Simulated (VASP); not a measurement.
# BN (Cm) in VASP: notebook

BN is run at these levels: LDA; tasks: single point.

All numbers are computed with VASP 6.6.1; they aren't measurements. Logs are shortened: lines on timing, memory, paths and dates and some standing lists are left out, and cuts for length are marked.

## 1. The cell of the first run

It takes space group Cm (No. 8, monoclinic). The conventional cell has a = 4.441 Å, b = 2.564 Å, c = 2.564 Å, α = 90.00°, β = 125.26°, γ = 90.00°. Within 1.6 Å of B (site symmetry m) lie 1 N at 1.20 Å. Within 1.6 Å of N (site symmetry m) lie 1 B at 1.20 Å.

## 2. Single point, LDA (all N atoms moved -0.500 Å, as atom 2 along Cartesian [1 1 0])

The input, INCAR:

```
PREC     = Accurate       # precision mode
ENCUT    = 520            # plane-wave cutoff, eV
EDIFF    = 1E-6           # SCF threshold, eV
ISMEAR   = 0              # smearing method
SIGMA    = 0.05           # smearing width, eV
LREAL    = False          # projectors in reciprocal space
LASPH    = True           # aspherical terms in the spheres
NELM     = 80             # most SCF steps
ALGO     = Normal         # electronic algorithm
ISIF     = 2              # what is computed and relaxed
LWAVE    = False          # write WAVECAR
LCHARG   = False          # write CHGCAR
NBANDS   = 11             # bands
```

The input, KPOINTS:

```
Automatic mesh
0
Gamma
  12 12 12
```

The input, POSCAR:

```
BN
1.0
    0.0000000000      1.8130010000      1.8130010000
    1.8130010000      0.0000000000      1.8130010000
    1.8130010000      1.8130010000      0.0000000000
B N
1 1
Direct
    0.0000000000      0.0000000000      0.0000000000
    0.7500000000      0.7500000000      0.5549899638
```

Potentials or basis: VASP PAW LDA potentials, release 64 (B, N).

Started as:

```console
> cat potpaw_LDA.64/B/POTCAR potpaw_LDA.64/N/POTCAR > POTCAR
> mpirun -np 1 vasp_std > vasp.out
```

OUTCAR:

```text
PREC = Accurate
   ENCUT = 520
   EDIFF = 1E-6
   ISMEAR = 0
   LREAL = False
   LASPH = True
   NELM = 80
   ISIF = 2

 ion  position               nearest neighbor table
   1  0.000  0.000  0.000-   2 1.20   2 1.65   2 1.65
   2  0.750  0.750  0.555-   1 1.20   1 1.65   1 1.65

  LATTYP: Found a face centered cubic cell.
 ALAT       =     3.6260020000

  Lattice vectors:

 A1 = (   0.0000000000,   1.8130010000,   1.8130010000)
 A2 = (   1.8130010000,   0.0000000000,   1.8130010000)
 A3 = (   1.8130010000,   1.8130010000,   0.0000000000)

Analysis of symmetry for initial positions (statically):
=====================================================================
 Subroutine PRICEL returns:
 Original cell was already a primitive cell.

 Routine SETGRP: Setting up the symmetry group for a
 face centered cubic supercell.

 Subroutine GETGRP returns: Found  2 space group operations
 (whereof  2 operations were pure point group operations)
 out of a pool of 48 trial point group operations.

The static configuration has the point symmetry C_1h.

Analysis of symmetry for dynamics (positions and initial velocities):
=====================================================================
 Subroutine PRICEL returns:
 Original cell was already a primitive cell.

 Routine SETGRP: Setting up the symmetry group for a
 face centered cubic supercell.

 Subroutine GETGRP returns: Found  2 space group operations
 (whereof  2 operations were pure point group operations)
 out of a pool of 48 trial point group operations.

The dynamic configuration has the point symmetry C_1h.

 Subroutine INISYM returns: Found  2 space group operations
 (whereof  2 operations are pure point group operations),
 and found     1 'primitive' translations

----------------------------------------------------------------------------------------

                                     Primitive cell

  volume of cell :      11.9186

  direct lattice vectors                    reciprocal lattice vectors
     0.000000000  1.813001000  1.813001000    -0.275785838  0.275785838  0.275785838
     1.813001000  0.000000000  1.813001000     0.275785838 -0.275785838  0.275785838
     1.813001000  1.813001000  0.000000000     0.275785838  0.275785838 -0.275785838

  length of vectors
     2.563970603  2.563970603  2.563970603     0.477675083  0.477675083  0.477675083

  position of ions in fractional coordinates (direct lattice)
     0.000000000  0.000000000  0.000000000
     0.750000000  0.750000000  0.554989964

  ion indices of the primitive-cell ions
   primitive index   ion index
                 1           1
                 2           2

----------------------------------------------------------------------------------------

 KPOINTS: Automatic mesh

Automatic generation of k-mesh.
 Grid dimensions read from file:
 generate k-points for:   12   12   12

 Generating k-lattice:

  Cartesian coordinates                     Fractional coordinates (reciprocal lattice)
    -0.022982153  0.022982153  0.022982153     0.083333333  0.000000000  0.000000000
     0.022982153 -0.022982153  0.022982153     0.000000000  0.083333333  0.000000000
     0.022982153  0.022982153 -0.022982153     0.000000000  0.000000000  0.083333333

  Length of vectors
     0.039806257  0.039806257  0.039806257

  Shift w.r.t. Gamma in fractional coordinates (k-lattice)
     0.000000000  0.000000000  0.000000000

 Subroutine IBZKPT returns following result:
 ===========================================

 Found    476 irreducible k-points:

 Following reciprocal coordinates:
            Coordinates               Weight
  0.000000  0.000000  0.000000      1.000000
  0.083333  0.000000  0.000000      4.000000
  0.000000  0.000000  0.083333      2.000000
  0.083333  0.083333  0.083333      2.000000
  0.166667  0.000000  0.000000      4.000000
  0.000000  0.000000  0.166667      2.000000
[... 16 lines left out ...]
  0.000000  0.166667  0.083333      4.000000
  0.083333  0.000000  0.166667      4.000000
 [... further k-points ...]
   k-points           NKPTS =    476   k-points in BZ     NKDIM =    476   number of bands    NBANDS=     11
   number of dos      NEDOS =    301   number of ions     NIONS =      2
   total plane-waves  NPLWV =   8000
   dimension x,y,z NGX =    20 NGY =   20 NGZ =   20
   dimension x,y,z NGXF=    40 NGYF=   40 NGZF=   40
   ions per type =               1   1
   NGX,Y,Z   is equivalent  to a cutoff of  12.97, 12.97, 12.97 a.u.
   NGXF,Y,Z  is equivalent  to a cutoff of  25.94, 25.94, 25.94 a.u.
 SYSTEM =  unknown system
   PREC   = accura    normal or accurate (medium, high low for compatibility)
   ISTART =      0    job   : 0-new  1-cont  2-samecut
   ICHARG =      2    charge: 1-file 2-atom 10-const
   ISPIN  =      1    spin polarized calculation?
   LNONCOLLINEAR =      F non collinear calculations
   LSORBIT =      F    spin-orbit coupling
   LASPH  =      T    aspherical Exc in radial PAW
   ENCUT  =  520.0 eV  38.22 Ry    6.18 a.u.   4.77  4.77  4.77*2*pi/ulx,y,z
   NELM   =     80;   NELMIN=  2; NELMDL= -5     # of ELM steps
   EDIFF  = 0.1E-05   stopping-criterion for ELM
   LREAL  =      F    real-space projection
   EDIFFG = 0.1E-04   stopping-criterion for IOM
   NSW    =      0    number of steps for IOM
   IBRION =     -1    ionic relax: 0-MD 1-quasi-New 2-CG
   NFREE  =      0    steps in history (QN), initial steepest desc. (CG)
   ISIF   =      2    stress and relaxation
   ISYM   =      2    0-nonsym 1-usesym 2-fastsym
   POTIM  = 0.5000    time-step for ionic-motion
   TEBEG  =    0.0;   TEEND  =   0.0 temperature during run
   PSTRESS=    0.0 pullay stress
   NELECT =       8.0000    total number of electrons
   NUPDOWN=      -1.0000    fix difference up-down
   EMIN   =  10.00;   EMAX   =-10.00  energy-range for DOS
   EFERMI =   0.00;   METHOD = LEGACY
   ISMEAR =     0;   SIGMA  =   0.05  broadening in eV -4-tet -1-fermi 0-gaus
   EFERMI_NEDOS =   21; number of points for ismear=-14 and -15
   IALGO  =     38    algorithm
   IMIX   =      4    mixing-type and parameters
     AMIX     =   0.40;   BMIX     =  1.00
     AMIX_MAG =   1.60;   BMIX_MAG =  1.00
  volume/ion in A,a.u.               =       5.96        40.22
  Fermi-wavevector in a.u.,A,eV,Ry     =   1.433387  2.708709 27.954506  2.054598
  Thomas-Fermi vector in A             =   2.552911
   LORBIT       =      0    0 simple, 1 ext, 2 COOP (PROOUT), +10 PAW based schemes
   GGA     = CA    functional components
   LHFCALC =     F    Hartree Fock is set to
   AEXX    =    0.0000 exact exchange contribution
   IVDW    =     0    specifies the selected vdW correction
   LEPSILON=     F    determine dielectric tensor
   LRPA    =     F    only Hartree local field effects (RPA)
 non-spin polarized calculation
 Gauss-broadening in eV      SIGMA  =   0.05
  energy-cutoff  :      520.00
  volume of cell :       11.92
 maximum number of plane-waves:       332
   NGX =  9   NGY =  9   NGZ =  9

 number of electron       8.0000000 magnetization

 Free energy of the ion-electron system (eV)
  ---------------------------------------------------
  ext. energy  EPLUGINS =         0.00000000
  ---------------------------------------------------
  free energy    TOTEN  =       -16.51389175 eV

  energy without entropy =      -16.51389175  energy(sigma->0) =      -16.51389175

 E-fermi :   8.3098     XC(G=0): -13.0130

 val. band max:        8.1115541558   @ k =   0.0000  -0.1667   0.0833
 cond. band min:       8.6487239620   @ k =   0.5000   0.5000   0.0000
 fundamental gap:      0.5371698062
 Fermi energy:         8.3097860156

 k-point     1 :       0.0000    0.0000    0.0000
  band No.  band energies     occupation
      1     -12.8548      2.00000
      2       2.6494      2.00000
      3       7.9177      2.00000
      4       7.9495      2.00000
      5      14.5175      0.00000
      6      16.0849      0.00000
      7      17.6564      0.00000
      8      22.3631      0.00000
      9      28.6802      0.00000
     10      32.4278      0.00000
     11      34.6045      0.00000

 k-point     2 :       0.0833    0.0000    0.0000
  band No.  band energies     occupation
      1     -12.6938      2.00000
      2       2.4448      2.00000
      3       7.1904      2.00000
      4       7.9692      2.00000
      5      14.4375      0.00000
      6      16.6121      0.00000
      7      17.4160      0.00000
      8      22.9502      0.00000
      9      28.7268      0.00000
     10      32.0524      0.00000
     11      32.9321      0.00000

 k-point     3 :       0.0000    0.0000    0.0833
  band No.  band energies     occupation
      1     -12.7046      2.00000
      2       2.2870      2.00000
      3       7.5004      2.00000
      4       7.8418      2.00000
      5      15.2425      0.00000
      6      16.0873      0.00000
      7      17.4822      0.00000
      8      22.5535      0.00000
      9      28.5216      0.00000
     10      31.9284      0.00000
     11      32.1216      0.00000

 k-point     4 :       0.0833    0.0833    0.0833
  band No.  band energies     occupation
      1     -12.6866      2.00000
      2       2.5568      2.00000
      3       7.1191      2.00000
      4       7.8359      2.00000
      5      14.4967      0.00000
      6      16.3506      0.00000
      7      17.7531      0.00000
      8      22.5499      0.00000
      9      28.8273      0.00000
     10      32.0890      0.00000
     11      33.3146      0.00000

 k-point     5 :       0.1667    0.0000    0.0000
  band No.  band energies     occupation
      1     -12.2181      2.00000
      2       1.7937      2.00000
      3       5.7021      2.00000
      4       7.8891      2.00000
      5      14.3177      0.00000
      6      16.7484      0.00000
      7      17.9123      0.00000
      8      24.2222      0.00000
      9      28.7162      0.00000
     10      30.6638      0.00000
     11      31.6507      0.00000
[... 211 lines left out ...]
 k-point    21 :       0.0000    0.0833    0.0833
  band No.  band energies     occupation
      1     -12.6383      2.00000
      2       2.3607      2.00000
      3       7.2697      2.00000
      4       7.6669      2.00000
      5      14.3070      0.00000
      6      16.6254      0.00000
      7      17.8254      0.00000
      8      22.8509      0.00000
      9      28.3570      0.00000
     10      31.7094      0.00000
     11      32.8400      0.00000

 k-point    22 :       0.1667    0.0833    0.0000
  band No.  band energies     occupation
      1     -12.2848      2.00000
      2       1.9500      2.00000
      3       6.0174      2.00000
      4       7.5442      2.00000
      5      15.5691      0.00000
      6      15.9974      0.00000
      7      17.3613      0.00000
      8      23.5254      0.00000
      9      28.3382      0.00000
     10      30.8959      0.00000
     11      33.7994      0.00000

 k-point    23 :       0.0000    0.1667    0.0833
  band No.  band energies     occupation
      1     -12.2554      2.00000
      2       1.9813      2.00000
      3       6.1567      2.00000
      4       7.3419      2.00000
      5      13.7626      0.00000
      6      17.2479      0.00000
      7      17.9409      0.00000
      8      24.0145      0.00000
      9      27.8074      0.00000
     10      31.3134      0.00000
     11      33.2444      0.00000

 k-point    24 :       0.0833    0.0000    0.1667
  band No.  band energies     occupation
      1     -12.2877      2.00000
      2       1.6142      2.00000
      3       6.7147      2.00000
      4       7.1768      2.00000
      5      15.2200      0.00000
      6      16.4826      0.00000
      7      18.2416      0.00000
      8      22.9773      0.00000
      9      27.3709      0.00000
     10      30.7028      0.00000
     11      32.7208      0.00000

 [... further k-points ...]

------------------------ aborting loop because EDIFF is reached ----------------------------------------

  FORCE on cell =-STRESS in cart. coord.  units (eV):
  Direction    XX          YY          ZZ          XY          YZ          ZX
  --------------------------------------------------------------------------------------
  -------------------------------------------------------------------------------------
  Total        3.3173701      3.3173701      7.3872156      4.4631492     -1.9609520     -1.9609519
  in kB      445.9440636    445.9440636    993.0411150    599.9676867   -263.6048641   -263.6048513
  external PRESSURE =     628.3097474 kB  Pullay stress =       0.0000000 kB

 VOLUME and BASIS-vectors are now :
 -----------------------------------------------------------------------------
  energy-cutoff  :      520.00
  volume of cell :       11.92
      direct lattice vectors                 reciprocal lattice vectors
     0.000000000  1.813001000  1.813001000    -0.275785838  0.275785838  0.275785838
     1.813001000  0.000000000  1.813001000     0.275785838 -0.275785838  0.275785838
     1.813001000  1.813001000  0.000000000     0.275785838  0.275785838 -0.275785838

 POSITION                                       TOTAL-FORCE (eV/Angst)
 -----------------------------------------------------------------------------------
      0.00000      0.00000      0.00000        -8.280744     -8.280744     11.760604
      2.36595      2.36595      2.71950         8.280744      8.280744    -11.760604
 -----------------------------------------------------------------------------------
    total drift:                                0.000545      0.000545     -0.000859

  FREE ENERGIE OF THE ION-ELECTRON SYSTEM (eV)
  ---------------------------------------------------
  free  energy   TOTEN  =       -16.5138917510 eV

  energy  without entropy=      -16.5138917510  energy(sigma->0) =      -16.51389175
```

It took 82 s on 1 thread of AMD EPYC, shared host; peak memory 0.13 GiB.

What came out:

```yaml
Free_energy: -16.5139 eV
Pressure: 62.8 GPa
Largest_force: 16.597 eV/Å
Band_gap_on_the_k_mesh: 0.54 eV, indirect (least direct gap 3.97 eV)
```

Forces on the atoms (eV/Å):
```
B    -8.281  -8.281  11.761
N     8.281   8.281 -11.761
```

Caveat: the cell differs from its parent crystal (all N atoms moved -0.500 Å, as atom 2 along Cartesian [1 1 0]); forces of over 1 eV/Å act on the atoms, so gaps and moduli don't describe the material at rest.

## 3. Single point, LDA (all N atoms moved +0.375 Å, as atom 2 along Cartesian [1 1 0])

The input, INCAR:

```
SYSTEM = BN
  PREC = Accurate
  ENCUT = 520
  EDIFF = 1E-6
  ISMEAR = 0
  SIGMA = 0.05
  LREAL = .FALSE.
  LASPH = .TRUE.
  NELM = 60
  ALGO = Normal
  ISIF = 2
  LWAVE = .FALSE.
  LCHARG = .FALSE.
  NBANDS = 11
```

The input, KPOINTS:

```
Automatic mesh
0
G
  12 12 12
  0 0 0
```

POSCAR, as its differences from that of step 2:

```diff
@@ -9,2 +9,2 @@
     0.0000000000      0.0000000000      0.0000000000
-    0.7500000000      0.7500000000      0.5549899638
+    0.7500000000      0.7500000000      0.8962575271
```

Potentials or basis: VASP PAW LDA potentials, release 64 (B, N).

Started as:

```console
> cat potpaw_LDA.64/B/POTCAR potpaw_LDA.64/N/POTCAR > POTCAR
> mpirun -np 1 vasp_std > vasp.out
```

It took 84 s on 1 thread of AMD EPYC, shared host; peak memory 0.13 GiB.

The run converged. Its results:

| Item | Value |
| --- | --- |
| Free energy | -17.7768 eV |
| Pressure | 28.6 GPa |
| Largest force | 10.764 eV/Å |
| Band gap on the k mesh | 1.28 eV, indirect (least direct gap 5.64 eV) |

Forces on the atoms (eV/Å):
```
B    6.070  6.070  6.494
N   -6.070 -6.070 -6.494
```

Stress tensor (GPa, compression positive):
```
21.99 38.38 11.30
38.38 21.99 11.30
11.30 11.30 41.69
```

Levels at points of the mesh, in eV from the valence-band top:
| k point | band 1 | band 2 | band 3 | band 4 | band 5 | band 6 | band 7 | band 8 | band 9 |
| --- | --- | --- | --- | --- | --- | --- | --- | --- | --- |
| (0.00, 0.00, 0.00) | -21.23 | -4.81 | -0.67 | -0.01 | 6.47 | 7.83 | 8.24 | 12.22 | 21.45 |
| (0.50, 0.00, 0.00) | -17.20 | -11.81 | -5.26 | -0.65 | 4.99 | 7.84 | 13.26 | 15.53 | 19.95 |
| (0.00, 0.00, 0.50) | -17.07 | -11.29 | -5.57 | -1.73 | 5.64 | 8.11 | 11.96 | 12.61 | 21.27 |
| (0.50, 0.50, 0.50) | -17.46 | -12.29 | -3.80 | -1.66 | 6.71 | 10.06 | 13.45 | 13.75 | 19.15 |
| (0.50, 0.50, 0.00) | -16.17 | -10.33 | -6.06 | -4.52 | 1.28 | 6.31 | 16.47 | 17.57 | 20.99 |
| (0.00, 0.50, 0.50) | -15.89 | -10.29 | -6.80 | -5.09 | 2.53 | 6.50 | 16.36 | 17.24 | 20.17 |

Caveat: the cell differs from its parent crystal (all N atoms moved +0.375 Å, as atom 2 along Cartesian [1 1 0]); forces of over 1 eV/Å act on the atoms, so gaps and moduli don't describe the material at rest. A k mesh can miss the band edges.

## 4. Single point, LDA (all N atoms moved -0.250 Å, as atom 2 along Cartesian [1 1 0])

The input, INCAR:

```
PREC = Accurate
ENCUT = 520
EDIFF = 1E-7
ISMEAR = 0
SIGMA = 0.05
LREAL = F
LASPH = T
NELM = 60
ALGO = Normal
ISIF = 2
LWAVE = F
LCHARG = F
NBANDS = 11
```

The input, KPOINTS:

```
regular mesh
0
Gamma
  12 12 12
```

POSCAR, as its differences from that of step 3:

```diff
@@ -9,2 +9,2 @@
     0.0000000000      0.0000000000      0.0000000000
-    0.7500000000      0.7500000000      0.8962575271
+    0.7500000000      0.7500000000      0.6524949819
```

Started as:

```console
> cat potpaw_LDA.64/B/POTCAR potpaw_LDA.64/N/POTCAR > POTCAR
> mpirun -np 1 vasp_std > vasp.out
```

Run time: 97 s. Hardware: 1 thread of AMD EPYC, shared host; peak memory 0.13 GiB.

It converged, with:

```yaml
Free_energy: -18.6720 eV
Pressure: 4.9 GPa
Largest_force: 6.440 eV/Å
Band_gap_on_the_k_mesh: 2.15 eV, indirect (least direct gap 6.45 eV)
```

Forces on the atoms (eV/Å):
```
B   -4.068 -4.068  2.893
N    4.068  4.068 -2.893
```

Stress tensor (GPa, compression positive):
```
 2.94 18.44 -4.46
18.44  2.94 -4.46
-4.46 -4.46  8.81
```

Levels at points of the mesh, in eV from the valence-band top:
```csv
k point,band 1,band 2,band 3,band 4,band 5,band 6,band 7,band 8
"(0.00, 0.00, 0.00)",-21.33,-3.80,-1.06,0.00,6.79,6.81,8.38,10.37
"(0.50, 0.00, 0.00)",-17.19,-11.96,-4.89,-1.38,5.74,8.31,13.28,13.52
"(0.00, 0.00, 0.50)",-17.34,-12.38,-3.78,-2.10,7.29,9.62,11.89,14.04
"(0.50, 0.50, 0.50)",-17.11,-11.53,-4.91,-2.38,6.59,8.24,11.31,12.30
"(0.50, 0.50, 0.00)",-15.99,-10.38,-6.20,-5.44,2.15,6.66,16.26,18.13
"(0.00, 0.50, 0.50)",-15.85,-10.30,-6.82,-5.49,2.69,7.04,15.97,17.70
```

Caveat: the cell differs from its parent crystal (all N atoms moved -0.250 Å, as atom 2 along Cartesian [1 1 0]); forces of over 1 eV/Å act on the atoms, so gaps and moduli don't describe the material at rest. A k mesh can miss the band edges.
